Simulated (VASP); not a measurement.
# Si (Fd-3m) in VASP: single point with r2SCAN

Aim: the single point of Si with r2SCAN.

Program: VASP 6.6.1. These are calculated values, not measurements. Logs are shortened: lines on timing, memory, paths and dates and some standing lists are left out, and cuts for length are marked.

## (1) The cell of the first run

It takes space group Fd-3m (No. 227, cubic). The conventional cell has a = 5.444 Å, b = 5.444 Å, c = 5.444 Å, α = 90.00°, β = 90.00°, γ = 90.00°. Within 3.1 Å of Si (site symmetry -43m) lie 4 Si at 2.36 Å.

## (2) Single point, r2SCAN

Contents of POSCAR:

```
Si
1.0
    0.0000000000      2.7220911220      2.7220911220
    2.7220911220      0.0000000000      2.7220911220
    2.7220911220      2.7220911220      0.0000000000
Si
2
Direct
    0.7500000000      0.7500000000      0.7500000000
    0.5000000000      0.5000000000      0.5000000000
```

Contents of INCAR.step1:

```
ALGO = Normal ; EDIFF = 1E-4
ENCUT = 520 ; GGA = PE
ISMEAR = 0 ; LASPH = T
LCHARG = F ; LREAL = F
LWAVE = T ; NBANDS = 11
NELM = 100 ; PREC = Accurate
SIGMA = 0.02
```

Contents of INCAR.step2:

```
ALGO = Normal ; EDIFF = 1E-7
ENCUT = 520 ; ISIF = 2
ISMEAR = 0 ; ISTART = 1
LASPH = T ; LCHARG = F
LMIXTAU = T ; LREAL = F
LWAVE = F ; METAGGA = R2SCAN
NBANDS = 11 ; NELM = 100
PREC = Accurate ; SIGMA = 0.02
```

Contents of KPOINTS:

```
k-points
0
Gamma
  14 14 14
```

Potentials or basis: VASP PAW PBE potentials, release 64 (Si).

Run with:

```sh
cat potpaw_PBE.64/Si/POTCAR > POTCAR
cp INCAR.step1 INCAR
mpirun -np 1 vasp_std > vasp.out
cp INCAR.step2 INCAR
mpirun -np 1 vasp_std > vasp.out
```

OUTCAR:

```text
EDIFF = 1E-7
   ENCUT = 520
   ISIF = 2
   ISMEAR = 0
   ISTART = 1
   LASPH = T
   LREAL = F
   METAGGA = R2SCAN
   NELM = 100
   PREC = Accurate

 ion  position               nearest neighbor table
   1  0.750  0.750  0.750-   2 2.36   2 2.36   2 2.36   2 2.36
   2  0.500  0.500  0.500-   1 2.36   1 2.36   1 2.36   1 2.36

  LATTYP: Found a face centered cubic cell.
 ALAT       =     5.4441822440

  Lattice vectors:

 A1 = (   0.0000000000,   2.7220911220,   2.7220911220)
 A2 = (   2.7220911220,   0.0000000000,   2.7220911220)
 A3 = (   2.7220911220,   2.7220911220,   0.0000000000)

Analysis of symmetry for initial positions (statically):
=====================================================================
 Subroutine PRICEL returns:
 Original cell was already a primitive cell.

 Routine SETGRP: Setting up the symmetry group for a
 face centered cubic supercell.

 Subroutine GETGRP returns: Found 48 space group operations
 (whereof 24 operations were pure point group operations)
 out of a pool of 48 trial point group operations.

The static configuration has the point symmetry T_d .
 The point group associated with its full space group is O_h .

Analysis of symmetry for dynamics (positions and initial velocities):
=====================================================================
 Subroutine PRICEL returns:
 Original cell was already a primitive cell.

 Routine SETGRP: Setting up the symmetry group for a
 face centered cubic supercell.

 Subroutine GETGRP returns: Found 48 space group operations
 (whereof 24 operations were pure point group operations)
 out of a pool of 48 trial point group operations.

The dynamic configuration has the point symmetry T_d .
 The point group associated with its full space group is O_h .

 Subroutine INISYM returns: Found 48 space group operations
 (whereof 24 operations are pure point group operations),
 and found     1 'primitive' translations

----------------------------------------------------------------------------------------

                                     Primitive cell

  volume of cell :      40.3402

  direct lattice vectors                    reciprocal lattice vectors
     0.000000000  2.722091122  2.722091122    -0.183682315  0.183682315  0.183682315
     2.722091122  0.000000000  2.722091122     0.183682315 -0.183682315  0.183682315
     2.722091122  2.722091122  0.000000000     0.183682315  0.183682315 -0.183682315

  length of vectors
     3.849618183  3.849618183  3.849618183     0.318147103  0.318147103  0.318147103

  position of ions in fractional coordinates (direct lattice)
     0.750000000  0.750000000  0.750000000
     0.500000000  0.500000000  0.500000000

  ion indices of the primitive-cell ions
   primitive index   ion index
                 1           1
                 2           2

----------------------------------------------------------------------------------------

 KPOINTS: k-points

Automatic generation of k-mesh.
 Grid dimensions read from file:
 generate k-points for:   14   14   14

 Generating k-lattice:

  Cartesian coordinates                     Fractional coordinates (reciprocal lattice)
    -0.013120165  0.013120165  0.013120165     0.071428571  0.000000000  0.000000000
     0.013120165 -0.013120165  0.013120165     0.000000000  0.071428571  0.000000000
     0.013120165  0.013120165 -0.013120165     0.000000000  0.000000000  0.071428571

  Length of vectors
     0.022724793  0.022724793  0.022724793

  Shift w.r.t. Gamma in fractional coordinates (k-lattice)
     0.000000000  0.000000000  0.000000000

 Subroutine IBZKPT returns following result:
 ===========================================

 Found    104 irreducible k-points:

 Following reciprocal coordinates:
            Coordinates               Weight
  0.000000  0.000000  0.000000      1.000000
  0.071429  0.000000  0.000000      8.000000
  0.142857  0.000000  0.000000      8.000000
  0.214286  0.000000  0.000000      8.000000
  0.285714  0.000000  0.000000      8.000000
  0.357143  0.000000  0.000000      8.000000
[... 16 lines left out ...]
  0.214286  0.142857  0.000000     24.000000
  0.285714  0.142857  0.000000     24.000000
 [... further k-points ...]
   k-points           NKPTS =    104   k-points in BZ     NKDIM =    104   number of bands    NBANDS=     11
   number of dos      NEDOS =    301   number of ions     NIONS =      2
   total plane-waves  NPLWV =  27000
   dimension x,y,z NGX =    30 NGY =   30 NGZ =   30
   dimension x,y,z NGXF=    60 NGYF=   60 NGZF=   60
   ions per type =               2
   NGX,Y,Z   is equivalent  to a cutoff of  12.96, 12.96, 12.96 a.u.
   NGXF,Y,Z  is equivalent  to a cutoff of  25.91, 25.91, 25.91 a.u.
 SYSTEM =  unknown system
   PREC   = accura    normal or accurate (medium, high low for compatibility)
   ISTART =      1    job   : 0-new  1-cont  2-samecut
   ICHARG =      0    charge: 1-file 2-atom 10-const
   ISPIN  =      1    spin polarized calculation?
   LNONCOLLINEAR =      F non collinear calculations
   LSORBIT =      F    spin-orbit coupling
   LASPH  =      T    aspherical Exc in radial PAW
   ENCUT  =  520.0 eV  38.22 Ry    6.18 a.u.   7.16  7.16  7.16*2*pi/ulx,y,z
   NELM   =    100;   NELMIN=  2; NELMDL=  0     # of ELM steps
   EDIFF  = 0.1E-06   stopping-criterion for ELM
   LREAL  =      F    real-space projection
   EDIFFG = 0.1E-05   stopping-criterion for IOM
   NSW    =      0    number of steps for IOM
   IBRION =     -1    ionic relax: 0-MD 1-quasi-New 2-CG
   NFREE  =      0    steps in history (QN), initial steepest desc. (CG)
   ISIF   =      2    stress and relaxation
   ISYM   =      2    0-nonsym 1-usesym 2-fastsym
   POTIM  = 0.5000    time-step for ionic-motion
   TEBEG  =    0.0;   TEEND  =   0.0 temperature during run
   PSTRESS=    0.0 pullay stress
   NELECT =       8.0000    total number of electrons
   NUPDOWN=      -1.0000    fix difference up-down
   EMIN   =  10.00;   EMAX   =-10.00  energy-range for DOS
   EFERMI =   0.00;   METHOD = LEGACY
   ISMEAR =     0;   SIGMA  =   0.02  broadening in eV -4-tet -1-fermi 0-gaus
   EFERMI_NEDOS =   21; number of points for ismear=-14 and -15
   IALGO  =     38    algorithm
   IMIX   =      4    mixing-type and parameters
     AMIX     =   0.40;   BMIX     =  1.00
     AMIX_MAG =   1.60;   BMIX_MAG =  1.00
  volume/ion in A,a.u.               =      20.17       136.11
  Fermi-wavevector in a.u.,A,eV,Ry     =   0.954682  1.804088 12.400597  0.911418
  Thomas-Fermi vector in A             =   2.083451
   LORBIT       =      0    0 simple, 1 ext, 2 COOP (PROOUT), +10 PAW based schemes
   METAGGA = R2SCAN    functional components
   LHFCALC =     F    Hartree Fock is set to
   AEXX    =    0.0000 exact exchange contribution
   IVDW    =     0    specifies the selected vdW correction
   LEPSILON=     F    determine dielectric tensor
   LRPA    =     F    only Hartree local field effects (RPA)
 non-spin polarized calculation
 Gauss-broadening in eV      SIGMA  =   0.02
  energy-cutoff  :      520.00
  volume of cell :       40.34
 maximum number of plane-waves:      1106
 NGX is ok and might be reduce to    30
   NGX = 15   NGY = 15   NGZ = 15

 number of electron       8.0000001 magnetization

 Free energy of the ion-electron system (eV)
  ---------------------------------------------------
  ext. energy  EPLUGINS =         0.00000000
  ---------------------------------------------------
  free energy    TOTEN  =       -17.55039063 eV

  energy without entropy =      -17.55039063  energy(sigma->0) =      -17.55039063

 E-fermi :   5.8021     XC(G=0):  -9.8258

 val. band max:        5.6620547583   @ k =   0.0000   0.0000   0.0000
 cond. band min:       6.4495756994   @ k =   0.4286   0.4286   0.0000
 fundamental gap:      0.7875209410
 Fermi energy:         5.8021348507

 k-point     1 :       0.0000    0.0000    0.0000
  band No.  band energies     occupation
      1      -6.8115      2.00000
      2       5.6621      2.00000
      3       5.6621      2.00000
      4       5.6621      2.00000
      5       8.4172      0.00000
      6       8.4172      0.00000
      7       8.4172      0.00000
      8       9.5594      0.00000
      9      13.7854      0.00000
     10      13.7854      0.00000
     11      14.3316      0.00000

 k-point     2 :       0.0714    0.0000    0.0000
  band No.  band energies     occupation
      1      -6.7415      2.00000
      2       4.9892      2.00000
      3       5.5486      2.00000
      4       5.5486      2.00000
      5       8.5195      0.00000
      6       8.5844      0.00000
      7       8.5844      0.00000
      8      10.0255      0.00000
      9      13.5810      0.00000
     10      13.5810      0.00000
     11      14.6190      0.00000

 k-point     3 :       0.1429    0.0000    0.0000
  band No.  band energies     occupation
      1      -6.5331      2.00000
      2       3.6837      2.00000
      3       5.2872      2.00000
      4       5.2872      2.00000
      5       8.3922      0.00000
      6       8.9664      0.00000
      7       8.9664      0.00000
      8      11.1949      0.00000
      9      13.2336      0.00000
     10      13.2336      0.00000
     11      15.2900      0.00000

 k-point     4 :       0.2143    0.0000    0.0000
  band No.  band energies     occupation
      1      -6.1919      2.00000
      2       2.2862      2.00000
      3       4.9963      2.00000
      4       4.9963      2.00000
      5       8.1361      0.00000
      6       9.3183      0.00000
      7       9.3183      0.00000
      8      12.5197      0.00000
      9      13.1464      0.00000
     10      13.1464      0.00000
     11      15.4763      0.00000

 k-point     5 :       0.2857    0.0000    0.0000
  band No.  band energies     occupation
      1      -5.7313      2.00000
      2       0.9515      2.00000
      3       4.7418      2.00000
      4       4.7418      2.00000
      5       7.8836      0.00000
      6       9.4496      0.00000
      7       9.4496      0.00000
      8      13.5649      0.00000
      9      13.5649      0.00000
     10      13.7142      0.00000
     11      15.2521      0.00000
[... 211 lines left out ...]
 k-point    21 :      -0.0714    0.0714    0.0000
  band No.  band energies     occupation
      1      -6.6253      2.00000
      2       4.3645      2.00000
      3       4.9738      2.00000
      4       5.5712      2.00000
      5       8.6113      0.00000
      6       8.7673      0.00000
      7       8.8231      0.00000
      8      10.6701      0.00000
      9      13.0554      0.00000
     10      13.6548      0.00000
     11      15.0561      0.00000

 k-point    22 :       0.1429    0.1429    0.0000
  band No.  band energies     occupation
      1      -6.4389      2.00000
      2       4.0145      2.00000
      3       4.6453      2.00000
      4       4.6453      2.00000
      5       7.7505      0.00000
      6       9.9001      0.00000
      7       9.9001      0.00000
      8      10.5506      0.00000
      9      12.5990      0.00000
     10      14.2032      0.00000
     11      15.7225      0.00000

 k-point    23 :       0.2143    0.1429    0.0000
  band No.  band energies     occupation
      1      -6.1858      2.00000
      2       3.0155      2.00000
      3       4.3218      2.00000
      4       4.3970      2.00000
      5       7.7358      0.00000
      6       9.9816      0.00000
      7      10.4343      0.00000
      8      10.6038      0.00000
      9      13.2031      0.00000
     10      14.3377      0.00000
     11      16.4185      0.00000

 k-point    24 :       0.2857    0.1429    0.0000
  band No.  band energies     occupation
      1      -5.8037      2.00000
      2       1.7840      2.00000
      3       4.0610      2.00000
      4       4.0736      2.00000
      5       7.9699      0.00000
      6       9.9281      0.00000
      7      10.5650      0.00000
      8      10.7316      0.00000
      9      14.4461      0.00000
     10      14.6393      0.00000
     11      16.6037      0.00000

 [... further k-points ...]
[... 5 lines left out ...]
  --------------------------------------------------------------------------------------
  -------------------------------------------------------------------------------------
  Total       -0.0606935     -0.0606935     -0.0606935      0.0000000      0.0000000      0.0000000
  in kB       -2.4105435     -2.4105435     -2.4105435      0.0000000      0.0000000      0.0000000
  external PRESSURE =      -2.4105435 kB  Pullay stress =       0.0000000 kB

 VOLUME and BASIS-vectors are now :
 -----------------------------------------------------------------------------
  energy-cutoff  :      520.00
  volume of cell :       40.34
      direct lattice vectors                 reciprocal lattice vectors
     0.000000000  2.722091122  2.722091122    -0.183682315  0.183682315  0.183682315
     2.722091122  0.000000000  2.722091122     0.183682315 -0.183682315  0.183682315
     2.722091122  2.722091122  0.000000000     0.183682315  0.183682315 -0.183682315

 POSITION                                       TOTAL-FORCE (eV/Angst)
 -----------------------------------------------------------------------------------
      4.08314      4.08314      4.08314         0.000000      0.000000      0.000000
      2.72209      2.72209      2.72209        -0.000000     -0.000000     -0.000000
 -----------------------------------------------------------------------------------
    total drift:                                0.000000     -0.000000     -0.000000

  FREE ENERGIE OF THE ION-ELECTRON SYSTEM (eV)
  ---------------------------------------------------
  free  energy   TOTEN  =       -17.5503906252 eV

  energy  without entropy=      -17.5503906252  energy(sigma->0) =      -17.55039063
```

Run time: 3 min. Hardware: 1 thread of AMD EPYC 7R43 (Zen 3), shared host; peak memory 0.15 GiB.

Results:

```
Free energy            : -17.5504 eV
Pressure               : -0.2 GPa
Band gap on the k mesh : 0.79 eV, indirect (least direct gap 2.76 eV)
```

Levels at points of the mesh, in eV from the valence-band top:
```
           k point  band 2  band 3  band 4  band 5  band 6  band 7
(0.00, 0.00, 0.00)    0.00    0.00    0.00    2.76    2.76    2.76
(0.50, 0.00, 0.00)   -7.23   -1.27   -1.27    1.86    3.59    3.59
(0.50, 0.50, 0.00)   -8.13   -2.99   -2.99    0.94    0.94   10.81
```

Caveat: the PAW data sets were made with another functional, which shifts forces and pressure a little.
